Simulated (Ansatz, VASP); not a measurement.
## One calculation of As, two programs

File INCAR:

```
PREC = Accurate
ENCUT = 500
EDIFF = 1E-6
ISMEAR = -1
SIGMA = 0.0816
LREAL = False
LASPH = True
NELM = 120
ALGO = Normal
ISIF = 2
LWAVE = False
LCHARG = False
GGA = PE
NBANDS = 12
GGA_COMPAT = False
```

File KPOINTS:

```
Automatic mesh
0
Gamma
  8 8 8
```

File POSCAR:

```
As
1.0
    1.9487904646     -1.1251346993      3.4428631540
    0.0000000000      2.2502693986      3.4428631540
   -1.9487904646     -1.1251346993      3.4428631540
As
2
Direct
    0.2320000000      0.2320000000      0.2320000000
    0.7680000000      0.7680000000      0.7680000000
```

Input for Ansatz:

```yaml
crystal:
  lattice:
    - [1.9487904646, -1.1251346993, 3.442863154]
    - [0.0, 2.2502693986, 3.442863154]
    - [-1.9487904646, -1.1251346993, 3.442863154]
  atoms:
    - { symbol: As, position: [0.232, 0.232, 0.232] }
    - { symbol: As, position: [0.768, 0.768, 0.768] }
kpoints:
  mp_grid: { grid: [8, 8, 8] }
scf:
  occupations: { method: fermi_dirac, width: 0.0816 }
hamiltonian:
  xc: pbe
  pseudopotentials: { kind: paw }
output:
  forces: true
  stress: true
  eigenvalues: true
  core_levels:
    shells: { As: ["3d"] }
    counted_from: fermi_level
    add_spin: false
```

Alike in both runs: task single point; functional PBE; k mesh 8 × 8 × 8; occupations fermi-dirac, width 0.0816 eV; no spin polarisation.

|  | VASP | Ansatz |
| --- | --- | --- |
| version | VASP 6.6.1 | Ansatz 0.2.0 |
| potentials or method | VASP PAW PBE potentials, release 64 (As) | PAW with Ansatz's default frozen-core files, scalar-relativistic |
| plane-wave cutoff (eV) | 500 | 420 |
| valence electrons in the cell | 10 | 30 |

```tsv
	VASP	Ansatz	Ansatz less VASP
pressure (GPa)	-3.0	-3.2	-0.14
traceless stress, the component that is largest in VASP (GPa)	0.82	0.86	+0.039
rms of the force components (eV/Å)	0.356	0.373	+0.0170
```

Atom by atom the forces differ by 0.017 eV/Å (rms over components). The functional is the same, so the differences come from potentials, cutoffs and numerics. VASP's potentials hold 10 valence electrons a cell and Ansatz's 30, so a difference there can come from the potentials and not from the codes.
